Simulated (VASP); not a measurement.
# MgVFeP4O14 (P1) in VASP: electric field gradients with PBE

Aim: the electric field gradients of MgVFeP4O14 with PBE.

All numbers are computed with VASP 6.6.1; they aren't measurements. Logs are shortened: lines on timing, memory, paths and dates and some standing lists are left out, and cuts for length are marked.

### Step 1. The cell of the first run

The typed cell holds 21 atoms: a = 5.109 Å, b = 6.903 Å, c = 8.491 Å, α = 89.80°, β = 88.05°, γ = 74.59°.

### Step 2. Electric field gradients, PBE, collinear spin, ferromagnetic start

Contents of INCAR:

```
PREC = Accurate
ENCUT = 520
EDIFF = 1E-8
ISMEAR = -1
SIGMA = 0.02
LREAL = Auto
LASPH = T
NELM = 150
ALGO = Normal
ISIF = 2
LWAVE = F
LCHARG = F
ISPIN = 2
MAGMOM = 0 1 4 0 0 0 0 0 0 0 0 0 0 0 0 0 0 0 0 0 0
LORBIT = 11
LMAXMIX = 4
GGA = PE
LEFG = T
NBANDS = 84
KPAR = 4
```

Contents of KPOINTS:

```
Automatic mesh
0
Gamma
  4 3 3
```

Contents of POSCAR:

```
MgVFeP4O14
1.0
    5.1085952549      0.0000000000      0.0000000000
    1.8343702319      6.6545197571      0.0000000000
    0.2886716613     -0.0493306954      8.4858772609
Mg V Fe P O
1 1 1 4 14
Direct
    0.8708100000      0.5299380000      0.8231370000
    0.7885140000      0.7359710000      0.4904070000
    0.2580990000      0.2597570000      0.0311030000
    0.6414880000      0.5107730000      0.1882930000
    0.7279050000      0.1042320000      0.7683530000
    0.2600380000      0.8923540000      0.2756810000
    0.3725630000      0.4752680000      0.6835510000
    0.0165020000      0.8174880000      0.3291660000
    0.8455740000      0.9063430000      0.6813640000
    0.8709920000      0.4851930000      0.0587040000
    0.7450680000      0.5114890000      0.3531540000
    0.5717290000      0.6084420000      0.6691690000
    0.4438040000      0.9164940000      0.4078620000
    0.4412340000      0.7280390000      0.1498930000
    0.5334400000      0.2499010000      0.6399760000
    0.5392470000      0.0731520000      0.9059620000
    0.4781400000      0.3568150000      0.1724240000
    0.2767470000      0.4793330000      0.8603540000
    0.1195240000      0.5319830000      0.5884400000
    0.1577580000      0.0784190000      0.1737560000
    0.9296600000      0.2206920000      0.8158210000
```

Potentials or basis: VASP PAW PBE potentials, release 64 (Mg, V_sv, Fe, P, O).

Command:

```
> cat potpaw_PBE.64/Mg/POTCAR potpaw_PBE.64/V_sv/POTCAR potpaw_PBE.64/Fe/POTCAR potpaw_PBE.64/P/POTCAR potpaw_PBE.64/O/POTCAR > POTCAR
> mpirun -np 4 vasp_std > vasp.out
```

OUTCAR:

```text
PREC = Accurate
   ENCUT = 520
   EDIFF = 1E-8
   ISMEAR = -1
   LREAL = Auto
   LASPH = T
   NELM = 150
   ISIF = 2
   ISPIN = 2
   LORBIT = 11
   GGA = PE

 ion  position               nearest neighbor table
   1  0.871  0.530  0.823-  12 2.01  10 2.02  18 2.04  21 2.08  19 2.33   7 2.72   7 2.96   3 2.96
                             2 3.15   5 3.25   4 3.29
   2  0.789  0.736  0.490-   8 1.94  11 2.01  13 2.01   9 2.08  19 2.09  12 2.17   1 3.15
   3  0.258  0.260  0.031-  20 1.89  17 1.91  16 1.94  18 2.11  10 2.17   1 2.96
   4  0.641  0.511  0.188-  11 1.51  17 1.52  10 1.56  14 1.61   6 2.91   1 3.29
   5  0.728  0.104  0.768-   9 1.52  21 1.53  16 1.54  15 1.65   7 2.82   1 3.25
   6  0.260  0.892  0.276-   8 1.52  13 1.52  20 1.53  14 1.63   4 2.91
   7  0.373  0.475  0.684-  19 1.51  12 1.54  18 1.56  15 1.59   1 2.72   5 2.82   1 2.96
   8  0.017  0.817  0.329-   6 1.52   2 1.94
   9  0.846  0.906  0.681-   5 1.52   2 2.08
  10  0.871  0.485  0.059-   4 1.56   1 2.02   3 2.17
  11  0.745  0.511  0.353-   4 1.51   2 2.01
  12  0.572  0.608  0.669-   7 1.54   1 2.01   2 2.17
  13  0.444  0.916  0.408-   6 1.52   2 2.01
  14  0.441  0.728  0.150-   4 1.61   6 1.63
  15  0.533  0.250  0.640-   7 1.59   5 1.65
  16  0.539  0.073  0.906-   5 1.54   3 1.94
  17  0.478  0.357  0.172-   4 1.52   3 1.91
  18  0.277  0.479  0.860-   7 1.56   1 2.04   3 2.11
  19  0.120  0.532  0.588-   7 1.51   2 2.09   1 2.33
  20  0.158  0.078  0.174-   6 1.53   3 1.89
  21  0.930  0.221  0.816-   5 1.53   1 2.08

  LATTYP: Found a triclinic cell.
 ALAT       =     5.1085952549
 B/A-ratio  =     1.3511973334
 C/A-ratio  =     1.6620868792
 COS(alpha) =     0.0034338316
 COS(beta)  =     0.0339976528
 COS(gamma) =     0.2657459894

  Lattice vectors:

 A1 = (   5.1085952549,   0.0000000000,   0.0000000000)
 A2 = (   1.8343702319,   6.6545197571,   0.0000000000)
 A3 = (   0.2886716613,  -0.0493306954,   8.4858772609)

Analysis of symmetry for initial positions (statically):
=====================================================================
 Subroutine PRICEL returns:
 Original cell was already a primitive cell.

 Routine SETGRP: Setting up the symmetry group for a
 triclinic supercell.

[... 3204 lines left out ...]
     5.108595255  0.000000000  0.000000000     0.195748528 -0.053959607 -0.006972634
     1.834370232  6.654519757  0.000000000     0.000000000  0.150273804  0.000873582
     0.288671661 -0.049330695  8.485877261     0.000000000  0.000000000  0.117842855

 POSITION                                       TOTAL-FORCE (eV/Angst)
 -----------------------------------------------------------------------------------
      5.65833      3.48588      6.98504         0.079796     -0.165930      0.150218
      5.51981      4.87334      4.16153         0.113918     -0.040588     -0.445154
      1.80399      1.72702      0.26394         0.155943     -0.089199      0.057143
      4.26840      3.38966      1.59783        -0.023703     -0.224507     -0.674024
      4.13157      0.65571      6.52015        -0.009007      0.380545      0.320125
      3.04492      5.92459      2.33940         0.249771      0.313795     -0.695389
[... 13 lines left out ...]
      0.99993      0.51327      1.47447        -0.060604     -0.264787      0.335220
      5.38959      1.42835      6.92296        -0.146845     -0.053799     -0.191226
 -----------------------------------------------------------------------------------
    total drift:                               -0.014279     -0.002744      0.008268

  FREE ENERGIE OF THE ION-ELECTRON SYSTEM (eV)
  ---------------------------------------------------
  free  energy   TOTEN  =      -154.6956200793 eV

  energy  without entropy=     -154.6835988708  energy(sigma->0) =     -154.68960948

 Electric field gradients (V/A^2)
---------------------------------------------------------------------
 ion       V_xx      V_yy      V_zz      V_xy      V_xz      V_yz
---------------------------------------------------------------------
   1      -6.786    14.629    -7.843     4.641   -12.417     7.450
   2       6.616    12.056   -18.672     2.677   -60.060     5.311
   3      -2.063     5.836    -3.774   -13.617    20.787    34.792
   4      -9.247    33.945   -24.698   -28.063    -6.374   -20.419
   5      -7.910    -3.854    11.764   -31.490    24.579   -42.759
   6     -17.862    16.418     1.444   -13.362   -21.258    38.870
[... 13 lines left out ...]
  20     -49.007    39.560     9.447    -7.555     0.199   -73.621
  21      36.232    11.939   -48.172    56.014    40.216    16.745
---------------------------------------------------------------------

 Electric field gradients after diagonalization (V/A^2)
 (convention: |V_zz| > |V_xx| > |V_yy|)
----------------------------------------------------------------------
 ion       V_xx      V_yy      V_zz     asymmetry (V_yy - V_xx)/ V_zz
----------------------------------------------------------------------
   1      16.918     4.859   -21.776       0.554
   2      55.385    12.442   -67.827       0.633
   3      36.536    10.940   -47.476       0.539
   4     -40.145   -10.916    51.060       0.572
   5     -43.337   -24.412    67.750       0.279
   6     -36.065   -20.192    56.257       0.282
[... 13 lines left out ...]
  20     -54.616   -45.273    99.889       0.094
  21     -64.844   -28.976    93.820       0.382
----------------------------------------------------------------------

           NMR quadrupolar parameters

 Cq : quadrupolar parameter    Cq=e*Q*V_zz/h
 eta: asymmetry parameters     (V_yy - V_xx)/ V_zz
 Q  : nuclear electric quadrupole moment in mb (millibarn)
----------------------------------------------------------------------
 ion       Cq(MHz)       eta       Q (mb)
----------------------------------------------------------------------
   1      -0.053       0.554       1.000
   2      -0.164       0.633       1.000
   3      -0.115       0.539       1.000
   4       0.123       0.572       1.000
   5       0.164       0.279       1.000
   6       0.136       0.282       1.000
[... 13 lines left out ...]
  20       0.242       0.094       1.000
  21       0.227       0.382       1.000
----------------------------------------------------------------------

 total charge

# of ion       s       p       d       tot
------------------------------------------
    1        0.129   0.145   0.064   0.337
    2        2.194   6.191   2.803  11.188
    3        0.329   0.470   5.868   6.667
    4        0.910   1.497   0.000   2.407
    5        0.911   1.486   0.000   2.397
    6        0.906   1.490   0.000   2.396
[... 13 lines left out ...]
   20        1.564   3.592   0.000   5.156
   21        1.565   3.584   0.000   5.149
--------------------------------------------------
tot         28.202  63.160   8.735 100.096

 magnetization (x)

# of ion       s       p       d       tot
------------------------------------------
    1        0.000  -0.000   0.000   0.000
    2        0.012   0.012   1.697   1.721
    3        0.015   0.033   3.908   3.956
    4        0.005   0.012   0.000   0.017
    5        0.003   0.008   0.000   0.011
    6        0.006   0.012   0.000   0.017
[... 13 lines left out ...]
   20        0.010   0.106   0.000   0.116
   21        0.003   0.020   0.000   0.023
--------------------------------------------------
tot          0.092   0.571   5.605   6.268
```

OSZICAR:

```text
N       E                     dE             d eps       ncg     rms          rms(c)
DAV:   1     0.122022771485E+04    0.12202E+04   -0.64896E+04  6752   0.145E+03
DAV:   2    -0.471775904757E+02   -0.12674E+04   -0.12000E+04  7388   0.379E+02
DAV:   3    -0.177616997381E+03   -0.13044E+03   -0.12817E+03  7416   0.139E+02
[... 30 lines left out ...]
DAV:  34    -0.154695619914E+03   -0.33935E-06   -0.11256E-06  9032   0.811E-03    0.417E-03
DAV:  35    -0.154695620052E+03   -0.13845E-06   -0.39539E-07  9000   0.482E-03    0.196E-03
DAV:  36    -0.154695620076E+03   -0.23776E-07   -0.20730E-07  9288   0.297E-03    0.283E-03
DAV:  37    -0.154695620079E+03   -0.31177E-08   -0.13710E-07  6488   0.240E-03    0.212E-03
DAV:  38    -0.154695620079E+03   -0.30741E-09   -0.64216E-08  5824   0.160E-03
   1 F= -.15469562E+03 E0= -.15468961E+03  d E =-.120212E-01  mag=     6.6208
```

stdout:

```text
POSCAR found type information on POSCAR MgV FeP O
 POSCAR found :  5 types and      21 ions
 scaLAPACK will be used
 LDA part: xc-table for (Slater+PW92), standard interpolation
 POSCAR, INCAR and KPOINTS ok, starting setup
 FFT: planning ... GRIDC
 FFT: planning ... GRID_SOFT
 FFT: planning ... GRID
 WAVECAR not read
 entering main loop
ion   1
     0.0000337    -0.3246757    -0.5145220     0.4081279     0.8141070     0.7162057
     0.0000464    -0.3246757    -0.5145220     0.4081279     0.8141070     0.7162057
     0.0000638    -0.3246757    -0.5145220     0.4081279     0.8141070     0.7162057
     0.0000879    -0.3246757    -0.5145220     0.4081279     0.8141070     0.7162057

     0.0000337    -4.3624409    -6.7691887     5.8741757    11.1850251    10.1284511
     0.0000464    -4.3624380    -6.7691842     5.8741719    11.1850177    10.1284445
     0.0000638    -4.3624332    -6.7691768     5.8741654    11.1850054    10.1284333
     0.0000879    -4.3624253    -6.7691644     5.8741547    11.1849849    10.1284147
[... 106 lines left out ...]
     0.0000293    -9.9718389   -22.8090049   -42.8401712   -38.0064702     4.8571654
     0.0000403    -9.9718371   -22.8090010   -42.8401632   -38.0064632     4.8571646
     0.0000555    -9.9718342   -22.8089942   -42.8401497   -38.0064512     4.8571633
     0.0000765    -9.9718292   -22.8089829   -42.8401271   -38.0064312     4.8571611

ion  12
     0.0000293   -16.7508711     5.6837652     5.5173433
```

It took 15 min on 4 MPI ranks of Intel Xeon Platinum 8175M at 2.50GHz (Skylake/Cascade Lake), shared host; peak memory 0.86 GiB.

Results:

```yaml
Free_energy: -154.6956 eV
Pressure: -0.7 GPa
Largest_force: 1.155 eV/Å
Net_moment: 6.62 μB per cell
Site_moments: Mg +0.00; V +1.72; Fe +3.96; P +0.02, +0.01 (each value once); O -0.01, +0.01, +0.05, -0.00, +0.13, +0.14, +0.12, +0.02 (each value once) μB
Largest_electric_field_gradient_by_atom: Mg -21.8; V -67.8; Fe -47.5; P +51.1, +67.8, +56.3, +31.2; O +95.6, +93.6, +93.5, +88.4, +93.1, +93.4, +126.5, +124.5, +92.1, +95.1, +87.6, +96.2, +99.9, +93.8 V/Å²
Valence_electrons_inside_the_program's_atomic_spheres: Mg 0.34; V 11.19; Fe 6.67; P 2.41, 2.40 (each value once); O 5.16, 5.15, 5.18, 5.14, 5.20, 5.13 (each value once)
```

Forces in eV/Å, atoms in the order of the input:
```
Mg   0.080 -0.166  0.150
V    0.114 -0.041 -0.445
Fe   0.156 -0.089  0.057
P   -0.024 -0.225 -0.674
P   -0.009  0.381  0.320
P    0.250  0.314 -0.695
P   -0.075 -0.138  0.427
O   -0.755 -0.339  0.806
O   -0.102 -0.504 -0.511
O   -0.219  0.229  0.129
O    0.319  0.460  0.716
O    0.329  0.218 -0.275
O    0.480 -0.327  0.439
O   -0.091  0.156  0.187
O   -0.051  0.002 -0.127
O    0.012 -0.086 -0.085
O    0.048  0.047  0.127
O    0.076  0.177 -0.354
O   -0.329  0.251 -0.336
O   -0.061 -0.265  0.335
O   -0.147 -0.054 -0.191
```

Stress tensor (GPa, compression positive):
```
-0.51  0.05  0.19
 0.05 -0.64  0.06
 0.19  0.06 -0.94
```

Electric field gradients, principal values (V/Å²):
| atom | least | middle | greatest (by size) |
| --- | --- | --- | --- |
| 1 Mg | 4.859 | 16.918 | -21.776 |
| 2 V | 12.442 | 55.385 | -67.827 |
| 3 Fe | 10.940 | 36.536 | -47.476 |
| 4 P | -10.916 | -40.145 | 51.060 |
| 5 P | -24.412 | -43.337 | 67.750 |
| 6 P | -20.192 | -36.065 | 56.257 |
| 7 P | -3.283 | -27.963 | 31.246 |
| 8 O | -37.134 | -58.514 | 95.648 |
| 9 O | -34.529 | -59.044 | 93.573 |
| 10 O | -17.619 | -75.838 | 93.457 |
| 11 O | -33.137 | -55.238 | 88.375 |
| 12 O | -23.023 | -70.054 | 93.077 |
| 13 O | -35.916 | -57.494 | 93.409 |
| 14 O | -27.608 | -98.940 | 126.549 |
| 15 O | -21.449 | -103.093 | 124.543 |
| 16 O | -28.873 | -63.247 | 92.120 |
| 17 O | -42.680 | -52.380 | 95.060 |
| 18 O | -35.037 | -52.560 | 87.598 |
| 19 O | -36.577 | -59.625 | 96.202 |
| 20 O | -45.273 | -54.616 | 99.889 |
| 21 O | -28.976 | -64.844 | 93.820 |

Caveat: without QUAD_EFG the Cq values of the log hold for a quadrupole moment of 1 mb, not for the nuclei; a cell with one magnetic atom can't hold antiferromagnetic order, which such compounds often take; forces of over 1 eV/Å act on the atoms, so gaps and moduli don't describe the material at rest.
